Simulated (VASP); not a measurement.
# Bi2Te3 (R-3m) in VASP: further runs

Bi2Te3 is run at these levels: PBEsol; tasks: single point.

Program: VASP 6.6.1. These are calculated values, not measurements. Logs are shortened: lines on timing, memory, paths and dates and some standing lists are left out, and cuts for length are marked.

### 1 The cell of the first run

The structure is trigonal, space group R-3m (No. 166). The conventional cell has a = 4.415 Å, b = 4.415 Å, c = 30.699 Å, α = 90.00°, β = 90.00°, γ = 120.00°. Within 4.1 Å of Bi (site symmetry 3m) lie 6 Te at 3.09 to 3.27 Å. Te (site symmetry 3m) has 3 Bi at 3.09 Å and 3 Te at 3.66 Å within 4.1 Å. Within 4.6 Å of Te (site symmetry -3m) lie 6 Bi at 3.27 Å and 12 Te at 4.42 to 4.58 Å.

### 2 Single point, PBEsol (34.55 Å³/atom)

File INCAR:

```
SYSTEM = Bi2Te3
PREC = Accurate
ENCUT = 520
EDIFF = 1E-6
ISMEAR = -1
SIGMA = 0.05
LREAL = .False.
LASPH = .True.
NELM = 100
ALGO = Normal
ISIF = 2
LWAVE = .False.
LCHARG = .False.
GGA = PS
NBANDS = 32
```

File KPOINTS:

```
Automatic mesh
0
Gamma
  7 7 7
  0 0 0
```

File POSCAR:

```
Bi2Te3
1.0
    2.2075236021      1.2745143459     10.2329909245
   -2.2075236021      1.2745143459     10.2329909245
    0.0000000000     -2.5490286918     10.2329909245
Bi Te
2 3
Direct
    0.6000000000      0.6000000000      0.6000000000
    0.4000000000      0.4000000000      0.4000000000
    0.7905000000      0.7905000000      0.7905000000
    0.2095000000      0.2095000000      0.2095000000
    0.0000000000      0.0000000000      0.0000000000
```

Potentials or basis: VASP PAW PBE potentials, release 64 (Bi_d, Te).

Started as:

```sh
> cat potpaw_PBE.64/Bi_d/POTCAR potpaw_PBE.64/Te/POTCAR > POTCAR
> mpirun -np 1 vasp_std > vasp.out
```

OUTCAR:

```text
SYSTEM = Bi2Te3
   PREC = Accurate
   ENCUT = 520
   EDIFF = 1E-6
   ISMEAR = -1
   LREAL = .False.
   LASPH = .True.
   NELM = 100
   ISIF = 2
   GGA = PS

 ion  position               nearest neighbor table
   1  0.600  0.600  0.600-   4 3.09   4 3.09   4 3.09   5 3.27   5 3.27   5 3.27
   2  0.400  0.400  0.400-   3 3.09   3 3.09   3 3.09   5 3.27   5 3.27   5 3.27
   3  0.791  0.791  0.791-   2 3.09   2 3.09   2 3.09   4 3.66   4 3.66   4 3.66
   4  0.209  0.209  0.209-   1 3.09   1 3.09   1 3.09   3 3.66   3 3.66   3 3.66
   5  0.000  0.000  0.000-   1 3.27   2 3.27   1 3.27   1 3.27   2 3.27   2 3.27

  LATTYP: Found a trigonal (rhomboedric) cell.
 ALAT       =    10.5456934591
 COS(alpha) =     0.9123624111

  Lattice vectors:

 A1 = (   2.2075236021,   1.2745143459,  10.2329909245)
 A2 = (  -2.2075236021,   1.2745143459,  10.2329909245)
 A3 = (   0.0000000000,  -2.5490286918,  10.2329909245)

Analysis of symmetry for initial positions (statically):
=====================================================================
 Subroutine PRICEL returns:
 Original cell was already a primitive cell.

 Routine SETGRP: Setting up the symmetry group for a
 trigonal (rhombohedral) supercell.

 Subroutine GETGRP returns: Found 12 space group operations
 (whereof 12 operations were pure point group operations)
 out of a pool of 12 trial point group operations.

The static configuration has the point symmetry D_3d.

Analysis of symmetry for dynamics (positions and initial velocities):
=====================================================================
 Subroutine PRICEL returns:
 Original cell was already a primitive cell.

 Routine SETGRP: Setting up the symmetry group for a
 trigonal (rhombohedral) supercell.

 Subroutine GETGRP returns: Found 12 space group operations
 (whereof 12 operations were pure point group operations)
 out of a pool of 12 trial point group operations.

The dynamic configuration has the point symmetry D_3d.

 Subroutine INISYM returns: Found 12 space group operations
 (whereof 12 operations are pure point group operations),
 and found     1 'primitive' translations

----------------------------------------------------------------------------------------

                                     Primitive cell

  volume of cell :     172.7444

  direct lattice vectors                    reciprocal lattice vectors
     2.207523602  1.274514346 10.232990924     0.226498145  0.130768765  0.032574380
    -2.207523602  1.274514346 10.232990924    -0.226498145  0.130768765  0.032574380
     0.000000000 -2.549028692 10.232990924     0.000000000 -0.261537529  0.032574380

  length of vectors
    10.545693459 10.545693459 10.545693459     0.263558285  0.263558285  0.263558285

  position of ions in fractional coordinates (direct lattice)
     0.600000000  0.600000000  0.600000000
     0.400000000  0.400000000  0.400000000
     0.790500000  0.790500000  0.790500000
     0.209500000  0.209500000  0.209500000
     0.000000000  0.000000000  0.000000000

  ion indices of the primitive-cell ions
   primitive index   ion index
                 1           1
                 2           2
                 3           3
                 4           4
                 5           5

----------------------------------------------------------------------------------------

 KPOINTS: Automatic mesh

Automatic generation of k-mesh.
 Grid dimensions read from file:
 generate k-points for:    7    7    7

 Generating k-lattice:

  Cartesian coordinates                     Fractional coordinates (reciprocal lattice)
     0.032356878  0.018681252  0.004653483     0.142857143  0.000000000  0.000000000
    -0.032356878  0.018681252  0.004653483     0.000000000  0.142857143  0.000000000
     0.000000000 -0.037362504  0.004653483     0.000000000  0.000000000  0.142857143

  Length of vectors
     0.037651184  0.037651184  0.037651184

  Shift w.r.t. Gamma in fractional coordinates (k-lattice)
     0.000000000  0.000000000  0.000000000

 Subroutine IBZKPT returns following result:
 ===========================================

 Found     44 irreducible k-points:

 Following reciprocal coordinates:
            Coordinates               Weight
  0.000000  0.000000  0.000000      1.000000
  0.142857  0.000000  0.000000      6.000000
  0.285714  0.000000  0.000000      6.000000
  0.428571  0.000000  0.000000      6.000000
  0.142857  0.142857  0.000000      6.000000
  0.285714  0.142857  0.000000     12.000000
[... 16 lines left out ...]
  0.285714  0.285714  0.142857      6.000000
  0.428571  0.285714  0.142857     12.000000
 [... further k-points ...]
   k-points           NKPTS =     44   k-points in BZ     NKDIM =     44   number of bands    NBANDS=     32
   number of dos      NEDOS =    301   number of ions     NIONS =      5
   total plane-waves  NPLWV = 512000
   dimension x,y,z NGX =    80 NGY =   80 NGZ =   80
   dimension x,y,z NGXF=   160 NGYF=  160 NGZF=  160
   ions per type =               2   3
   NGX,Y,Z   is equivalent  to a cutoff of  12.61, 12.61, 12.61 a.u.
   NGXF,Y,Z  is equivalent  to a cutoff of  25.22, 25.22, 25.22 a.u.
 SYSTEM =  Bi2Te3
   PREC   = accura    normal or accurate (medium, high low for compatibility)
   ISTART =      0    job   : 0-new  1-cont  2-samecut
   ICHARG =      2    charge: 1-file 2-atom 10-const
   ISPIN  =      1    spin polarized calculation?
   LNONCOLLINEAR =      F non collinear calculations
   LSORBIT =      F    spin-orbit coupling
   LASPH  =      T    aspherical Exc in radial PAW
   ENCUT  =  520.0 eV  38.22 Ry    6.18 a.u.  19.61 19.61 19.61*2*pi/ulx,y,z
   NELM   =    100;   NELMIN=  2; NELMDL= -5     # of ELM steps
   EDIFF  = 0.1E-05   stopping-criterion for ELM
   LREAL  =      F    real-space projection
   EDIFFG = 0.1E-04   stopping-criterion for IOM
   NSW    =      0    number of steps for IOM
   IBRION =     -1    ionic relax: 0-MD 1-quasi-New 2-CG
   NFREE  =      0    steps in history (QN), initial steepest desc. (CG)
   ISIF   =      2    stress and relaxation
   ISYM   =      2    0-nonsym 1-usesym 2-fastsym
   POTIM  = 0.5000    time-step for ionic-motion
   TEBEG  =    0.0;   TEEND  =   0.0 temperature during run
   PSTRESS=    0.0 pullay stress
   NELECT =      48.0000    total number of electrons
   NUPDOWN=      -1.0000    fix difference up-down
   EMIN   =  10.00;   EMAX   =-10.00  energy-range for DOS
   EFERMI =   0.00;   METHOD = LEGACY
   ISMEAR =    -1;   SIGMA  =   0.05  broadening in eV -4-tet -1-fermi 0-gaus
   EFERMI_NEDOS =   21; number of points for ismear=-14 and -15
   IALGO  =     38    algorithm
   IMIX   =      4    mixing-type and parameters
     AMIX     =   0.40;   BMIX     =  1.00
     AMIX_MAG =   1.60;   BMIX_MAG =  1.00
  volume/ion in A,a.u.               =      34.55       233.15
  Fermi-wavevector in a.u.,A,eV,Ry     =   1.068285  2.018767 15.527425  1.141234
  Thomas-Fermi vector in A             =   2.203929
   LORBIT       =      0    0 simple, 1 ext, 2 COOP (PROOUT), +10 PAW based schemes
   GGA     = PS    functional components
   LHFCALC =     F    Hartree Fock is set to
   AEXX    =    0.0000 exact exchange contribution
   IVDW    =     0    specifies the selected vdW correction
   LEPSILON=     F    determine dielectric tensor
   LRPA    =     F    only Hartree local field effects (RPA)
 non-spin polarized calculation
  energy-cutoff  :      520.00
  volume of cell :      172.74
 maximum number of plane-waves:      4677
   NGX = 39   NGY = 39   NGZ = 39

 number of electron      47.9999999 magnetization

 Free energy of the ion-electron system (eV)
  ---------------------------------------------------
  ext. energy  EPLUGINS =         0.00000000
  ---------------------------------------------------
  free energy    TOTEN  =       -20.27095879 eV

  energy without entropy =      -20.27072305  energy(sigma->0) =      -20.27084092

 E-fermi :   5.9241     XC(G=0):  -9.4048

 val. band max:        5.8012574178   @ k =   0.0000   0.0000   0.0000
 cond. band min:       6.0400339485   @ k =   0.0000   0.0000   0.0000
 fundamental gap:      0.2387765306
 Fermi energy:         5.9240906698

 k-point     1 :       0.0000    0.0000    0.0000
  band No.  band energies     occupation
      1     -17.2764      2.00000
      2     -17.2764      2.00000
      3     -17.2750      2.00000
      4     -17.2750      2.00000
      5     -17.2687      2.00000
      6     -17.2675      2.00000
[... 24 lines left out ...]
     31      10.6146      0.00000
     32      11.1014      0.00000

 k-point     2 :       0.1429    0.0000    0.0000
  band No.  band energies     occupation
      1     -17.2778      2.00000
      2     -17.2762      2.00000
      3     -17.2744      2.00000
      4     -17.2732      2.00000
      5     -17.2676      2.00000
      6     -17.2665      2.00000
[... 24 lines left out ...]
     31      10.1020      0.00000
     32      10.7411      0.00000

 k-point     3 :       0.2857    0.0000    0.0000
  band No.  band energies     occupation
      1     -17.2816      2.00000
      2     -17.2796      2.00000
      3     -17.2717      2.00000
      4     -17.2701      2.00000
      5     -17.2688      2.00000
      6     -17.2668      2.00000
[... 24 lines left out ...]
     31       9.7846      0.00000
     32      11.2389      0.00000

 k-point     4 :       0.4286    0.0000    0.0000
  band No.  band energies     occupation
      1     -17.2851      2.00000
      2     -17.2826      2.00000
      3     -17.2713      2.00000
      4     -17.2704      2.00000
      5     -17.2689      2.00000
      6     -17.2682      2.00000
[... 24 lines left out ...]
     31       9.5178      0.00000
     32      10.5767      0.00000

 k-point     5 :       0.1429    0.1429    0.0000
  band No.  band energies     occupation
      1     -17.2778      2.00000
      2     -17.2763      2.00000
      3     -17.2744      2.00000
      4     -17.2732      2.00000
      5     -17.2676      2.00000
      6     -17.2665      2.00000
[... 584 lines left out ...]
     31       9.3226      0.00000
     32      10.7571      0.00000

 k-point    22 :      -0.1429    0.1429    0.1429
  band No.  band energies     occupation
      1     -17.2816      2.00000
      2     -17.2796      2.00000
      3     -17.2717      2.00000
      4     -17.2701      2.00000
      5     -17.2688      2.00000
      6     -17.2668      2.00000
[... 24 lines left out ...]
     31       9.4811      0.00000
     32      11.4221      0.00000

 k-point    23 :       0.2857    0.2857    0.1429
  band No.  band energies     occupation
      1     -17.2778      2.00000
      2     -17.2763      2.00000
      3     -17.2744      2.00000
      4     -17.2732      2.00000
      5     -17.2676      2.00000
      6     -17.2665      2.00000
[... 24 lines left out ...]
     31      10.3943      0.00000
     32      10.7019      0.00000

 k-point    24 :       0.4286    0.2857    0.1429
  band No.  band energies     occupation
      1     -17.2794      2.00000
      2     -17.2781      2.00000
      3     -17.2724      2.00000
      4     -17.2723      2.00000
      5     -17.2670      2.00000
      6     -17.2668      2.00000
[... 24 lines left out ...]
     31      10.2280      0.00000
     32      10.2744      0.00000

 [... further k-points ...]
[... 5 lines left out ...]
  --------------------------------------------------------------------------------------
  -------------------------------------------------------------------------------------
  Total       -1.5434585     -1.5434585     -1.9318518      0.0000000     -0.0000000      0.0000000
  in kB      -14.3153387    -14.3153387    -17.9176259      0.0000000     -0.0000000      0.0000000
  external PRESSURE =     -15.5161011 kB  Pullay stress =       0.0000000 kB

 VOLUME and BASIS-vectors are now :
 -----------------------------------------------------------------------------
  energy-cutoff  :      520.00
  volume of cell :      172.74
      direct lattice vectors                 reciprocal lattice vectors
     2.207523602  1.274514346 10.232990924     0.226498145  0.130768765  0.032574380
    -2.207523602  1.274514346 10.232990924    -0.226498145  0.130768765  0.032574380
     0.000000000 -2.549028692 10.232990924     0.000000000 -0.261537529  0.032574380

 POSITION                                       TOTAL-FORCE (eV/Angst)
 -----------------------------------------------------------------------------------
      0.00000      0.00000     18.41938         0.000000     -0.000000     -0.083076
      0.00000      0.00000     12.27959         0.000000     -0.000000      0.083076
      0.00000      0.00000     24.26754         0.000000     -0.000000     -0.215361
      0.00000      0.00000      6.43143         0.000000      0.000000      0.215361
      0.00000      0.00000      0.00000         0.000000      0.000000      0.000000
 -----------------------------------------------------------------------------------
    total drift:                               -0.000000     -0.000000     -0.000000

  FREE ENERGIE OF THE ION-ELECTRON SYSTEM (eV)
  ---------------------------------------------------
  free  energy   TOTEN  =       -20.2709587883 eV

  energy  without entropy=      -20.2707230530  energy(sigma->0) =      -20.27084092
```

It took 29 min on 1 thread of Intel Xeon Platinum 8375C at 2.90GHz (Ice Lake), shared host; peak memory 0.99 GiB.

Results:

```yaml
Free_energy: -20.2710 eV
Pressure: -1.6 GPa
Largest_force: 0.215 eV/Å
Band_gap_on_the_k_mesh: 0.24 eV
```

Forces in eV/Å, atoms in the order of the input:
```
Bi   0.000  0.000 -0.083
Bi   0.000  0.000  0.083
Te   0.000  0.000 -0.215
Te   0.000  0.000  0.215
Te   0.000  0.000  0.000
```

Levels at points of the mesh, in eV from the valence-band top:
| k point | band 22 | band 23 | band 24 | band 25 | band 26 | band 27 |
| --- | --- | --- | --- | --- | --- | --- |
| (0.00, 0.00, 0.00) | -0.80 | -0.80 | 0.00 | 0.24 | 0.67 | 0.67 |

Caveat: the PAW data sets were made with another functional, which shifts forces and pressure a little; spin-orbit coupling is left out, which moves the levels of the heavy elements. A k mesh can miss the band edges.

### 3 Single point, PBEsol (35.90 Å³/atom)

This run uses another cell than the first one, of 35.90 Å³/atom.

File INCAR:

```
SYSTEM = Bi2Te3
ALGO     = Normal         ! electronic algorithm
EDIFF    = 1E-7           ! SCF threshold, eV
ENCUT    = 520            ! plane-wave cutoff, eV
GGA      = PS             ! functional
ISIF     = 2              ! what is computed and relaxed
ISMEAR   = -1             ! smearing method
LASPH    = .True.         ! aspherical terms in the spheres
LCHARG   = .False.        ! write CHGCAR
LREAL    = .False.        ! projectors in reciprocal space
LWAVE    = .False.        ! write WAVECAR
NBANDS   = 32             ! bands
NELM     = 100            ! most SCF steps
PREC     = Accurate       ! precision mode
SIGMA    = 0.05           ! smearing width, eV
```

File KPOINTS:

```
k-points
0
Gamma
  7 7 7
  0 0 0
```

Changes to POSCAR since step 2:

```diff
@@ -2,5 +2,5 @@
 1.0
-    2.2075236021      1.2745143459     10.2329909245
-   -2.2075236021      1.2745143459     10.2329909245
-    0.0000000000     -2.5490286918     10.2329909245
+    2.2360109196      1.2909615063     10.3650440818
+   -2.2360109196      1.2909615063     10.3650440818
+    0.0000000000     -2.5819230127     10.3650440818
 Bi Te
```

Potentials or basis: VASP PAW PBE potentials, release 64 (Bi_d, Te).

Started as:

```sh
> cat potpaw_PBE.64/Bi_d/POTCAR potpaw_PBE.64/Te/POTCAR > POTCAR
> mpirun -np 1 vasp_std > vasp.out
```

Run time: 34 min. Hardware: 1 thread of Intel Xeon Platinum 8375C at 2.90GHz (Ice Lake), shared host; peak memory 1 GiB.

The run converged. Its results:

* Free energy: -20.1712 eV
* Pressure: -3.2 GPa
* Largest force: 0.429 eV/Å
* Band gap on the k mesh: 0.26 eV

Forces on the atoms (eV/Å):
```
Bi   0.000  0.000 -0.170
Bi   0.000  0.000  0.170
Te   0.000  0.000 -0.429
Te   0.000  0.000  0.429
Te   0.000  0.000  0.000
```

Stress tensor (GPa, compression positive):
```
-3.02  0.00  0.00
 0.00 -3.02  0.00
 0.00  0.00 -3.47
```

Levels at points of the mesh, in eV from the valence-band top:
```csv
k point,band 20,band 21,band 22,band 23,band 24,band 25,band 26,band 27,band 28,band 29
"(0.00, 0.00, 0.00)",-1.51,-1.51,-0.71,-0.71,0.00,0.26,0.73,0.73,1.96,2.08
```

Caveat: the cell stands under tension; the PAW data sets were made with another functional, which shifts forces and pressure a little; spin-orbit coupling is left out, which moves the levels of the heavy elements.
